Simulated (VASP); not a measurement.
**Si: single point with LDA**

Si:

```
CELL_PARAMETERS angstrom
0.00000 2.90336 2.88985
2.30918 0.00000 2.88985
2.30918 2.90336 0.00000
ATOMIC_POSITIONS crystal
Si 0.50000 0.50000 0.50000
Si 0.75000 0.75000 0.75000
```

This cell differs from its parent crystal: strain +e along x and -e along y -0.1100, strain +e along z and -e/2 along x and y +0.0700.

- Program: VASP 6.6.1
- Task: single point
- Functional: LDA
- Potentials or basis: VASP PAW LDA potentials, release 64 (Si)
- Cutoff: 520 eV
- k mesh: 12 × 12 × 12
- Occupations: gaussian, width 0.05 eV
- Spin: no spin polarisation

* Pressure: -0.7 GPa
* Band gap on the k mesh: zero (band 4 reaches 7.04 eV, above the bottom of band 5 at 5.27 eV)

Stress tensor (GPa, compression positive):
```
 6.41  0.00  0.00
 0.00 -4.68  0.00
 0.00  0.00 -3.96
```

Levels at points of the mesh, in eV from the Fermi level:
```tsv
k point	band 1	band 2	band 3	band 4	band 5	band 6	band 7	band 8	band 9
(0.00, 0.00, 0.00)	-12.11	-0.35	-0.30	0.96	2.31	3.16	3.17	3.19	5.91
(0.50, 0.00, 0.00)	-9.60	-7.04	-2.04	-0.37	0.64	2.52	5.35	8.37	8.93
(0.50, 0.50, 0.00)	-8.26	-8.26	-2.11	-2.11	1.38	1.38	7.92	7.92	9.97
(0.50, 0.00, 0.50)	-8.29	-8.29	-2.07	-2.07	1.42	1.42	7.98	7.98	10.04
(0.00, 0.50, 0.50)	-6.94	-6.94	-3.90	-3.90	-0.41	-0.41	9.93	9.93	11.35
```

Run time: 2.4 min on 1 thread of AMD EPYC 7R43 64-Core Processor (Zen 3), with other jobs on the host, peak memory 0.16 GiB.

Caveat: the cell differs from its parent crystal (strain +e along x and -e along y -0.1100, strain +e along z and -e/2 along x and y +0.0700).
